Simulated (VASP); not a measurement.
Input of a VASP 6.6.1 run:

INCAR

```
PREC = Accurate ; ENCUT = 600
EDIFF = 1E-6 ; ISMEAR = 0
SIGMA = 0.01 ; LREAL = False
LASPH = True ; NELM = 120
ALGO = Normal ; ISIF = 2
LWAVE = False ; LCHARG = False
GGA = CA ; NBANDS = 16
GGA_COMPAT = False
```

Contents of KPOINTS:

```
Automatic mesh
0
Gamma
  10 10 5
```

POSCAR

```
BN
1.0
    2.6336330085      0.0000000000      0.0000000000
   -1.3168165042      2.2807926492      0.0000000000
    0.0000000000      0.0000000000      4.3606565467
B N
2 2
Direct
    0.6666666667      0.3333333333      0.0000000000
    0.3333333333      0.6666666667      0.5000000000
    0.6666666667      0.3333333333      0.3750000000
    0.3333333333      0.6666666667      0.8750000000
```

Potentials or basis: VASP PAW LDA potentials, release 64 (B, N).

Command:

```bash
$ cat potpaw_LDA.64/B/POTCAR potpaw_LDA.64/N/POTCAR > POTCAR
$ mpirun -np 1 vasp_std > vasp.out
```

**Question.** Estimate the band gap on the k mesh.

**Answer.** 5.29 eV (least direct gap 7.64 eV).

**Question.** Estimate the pressure.

**Answer.** -40.6 GPa.

Forces on the atoms (eV/Å):
```
B    0.000  0.000 -0.044
B    0.000  0.000 -0.044
N    0.000  0.000  0.044
N    0.000  0.000  0.044
```

Caveat: the cell stands under tension; an odd mesh through Γ misses points on the zone boundary, where band edges can lie.
